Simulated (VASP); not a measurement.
Input of a VASP 6.6.1 run:

The input INCAR:

```
SYSTEM = AlN
PREC     = Accurate       ! precision mode
ENCUT    = 520            ! plane-wave cutoff, eV
EDIFF    = 1E-7           ! SCF threshold, eV
ISMEAR   = 0              ! smearing method
SIGMA    = 0.1            ! smearing width, eV
LREAL    = .False.        ! projectors in reciprocal space
LASPH    = .True.         ! aspherical terms in the spheres
NELM     = 60             ! most SCF steps
ALGO     = Normal         ! electronic algorithm
ISIF     = 2              ! what is computed and relaxed
LWAVE    = .False.        ! write WAVECAR
LCHARG   = .True.         ! write CHGCAR
GGA      = PE             ! functional
IVDW     = 12             ! dispersion correction
LELF     = .True.         ! ELF
LVHAR    = .True.       
NBANDS   = 11             ! bands
```

Contents of KPOINTS:

```
regular mesh
0
Gamma
  12 12 12
  0 0 0
```

The input POSCAR:

```
AlN
1.0
    1.5458180723      0.8924784801      2.5236162037
   -1.5458180723      0.8924784801      2.5236162037
    0.0000000000     -1.7849569603      2.5236162037
Al N
1 1
Direct
    1.0412146116      1.0412146116      1.0412146116
    0.2912183884      0.2912183884      0.2912183884
```

Potentials or basis: VASP PAW PBE potentials, release 64 (Al, N).

Launch:

```sh
$ cat potpaw_PBE.64/Al/POTCAR potpaw_PBE.64/N/POTCAR > POTCAR
$ mpirun -np 1 vasp_std > vasp.out
```

Question: Estimate the band gap on the k mesh.

Answer: 3.32 eV, indirect (least direct gap 4.17 eV).

Question: Estimate the dispersion energy per atom.

Answer: -0.269 eV.

Forces on the atoms (eV/Å):
```
Al   0.000  0.000 -0.002
N    0.000  0.000  0.002
```

A k mesh can miss the band edges.
